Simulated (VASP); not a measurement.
Write the native input for VASP 6.6.1 that does the following.

```
Task                   : relaxation of cell and atoms
Functional             : PBE
Potentials or basis    : VASP PAW PBE potentials, release 64 (I)
Cutoff                 : 600 eV
k mesh                 : 12 × 12 × 12
Occupations            : fermi-dirac, width 0.05 eV
Spin                   : no spin polarisation
Target pressure        : 45 GPa
Dipole correction      : no
Further INCAR settings : ALGO = Normal; EDIFF = 1e-06; IBRION = 2; EDIFFG = -0.01; NSW = 80; ISIF = 3
```

The structure of I lies in POSCAR:

```
I
1.0
    3.3000000000      0.0000000000      0.0000000000
    0.0000000000      3.3000000000      0.0000000000
    0.0000000000      0.0000000000      3.3000000000
I
1
Direct
    0.0000000000      0.0000000000      0.0000000000
```

One way to write it, as run:

INCAR

```
SYSTEM = I
ALGO = Normal
EDIFF = 1E-6
EDIFFG = -0.01
ENCUT = 600
GGA = PE
IBRION = 2
ISIF = 3
ISMEAR = -1
LASPH = .TRUE.
LCHARG = .FALSE.
LREAL = .FALSE.
LWAVE = .FALSE.
NELM = 100
NSW = 80
PREC = Accurate
PSTRESS = 450.0
SIGMA = 0.05
```

KPOINTS

```
k-points
0
G
  12 12 12
  0 0 0
```

Potentials or basis: VASP PAW PBE potentials, release 64 (I).

Command:

```sh
$ cat potpaw_PBE.64/I/POTCAR > POTCAR
$ mpirun -np 1 vasp_std > vasp.out
```

It gave:

```yaml
Relaxed_volume: 24.75 Å³/atom
Relaxed_cell: a = 2.914 Å, b = 2.914 Å, c = 2.914 Å, α = 90.00°, β = 90.00°, γ = 90.00°
Space_group_after_relaxing_to_0.1_Å: Pm-3m (No. 221)
Energy_change_on_relaxing_the_run_minimises_the_enthalpy: +1339.4 meV/atom
Ionic_steps: 9
Pressure_after_relaxing: 45.0 GPa
Band_gap_on_the_k_mesh: zero (an odd number of electrons rules out a gap without spin polarisation)
```

Caveat: the cell is relaxed towards a set pressure, so the run minimises the enthalpy, not the energy; the volume moved by over 15 % at a fixed basis, so the end points are rough; spin-orbit coupling is left out, which moves the levels of the heavy elements; an odd number of electrons without spin polarisation forces a metal; a magnetic or distorted state may lie lower.

Run time: 3.5 min on 1 thread of Intel Xeon 8259CL, on a shared host, peak memory 0.22 GiB.
